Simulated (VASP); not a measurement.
Runs of VASP 6.6.1 on Nb. The structure is that of space group Im-3m (No. 229), or close to it. The cells are those of the table. 

| task | cell | k mesh | cutoff (eV) | gap on the mesh (eV) | pressure (GPa) |
| --- | --- | --- | --- | --- | --- |
| single point | a = 2.723 Å, angles 109.5°, 1 atom | 8 × 8 × 8 | 520 | none | (a) |
| single point | a = 2.868 Å, angles 109.5°, 1 atom | 18 × 18 × 18 | 520 | none | -0.3 |
| relaxation of cell and atoms | relaxed from a = 2.866 Å, angles 109.5°, 1 atom | 18 × 18 × 18 | 600 | none | 0.0 |
| single point | a = 2.866 Å, angles 109.5°, 1 atom | 8 × 8 × 8 | 520 | none | 0.1 |
| relaxation of cell and atoms | relaxed from a = 2.723 Å, angles 109.5°, 1 atom | 8 × 8 × 8 | 600 | none | -0.2 |

Alike in all rows: level PBE; potentials or basis VASP PAW PBE potentials, release 64 (Nb_sv); no spin polarisation; smearing gaussian 0.1 eV.

Question: Estimate the missing entries.

Answer: (a) 36.8.

Caveats: the relaxation stopped at its first step, so nothing moved (some runs).

A k mesh can miss the band edges, and the runs leave out spin-orbit coupling on Nb.

A gap of «none» marks levels without a gap at the run's occupations.
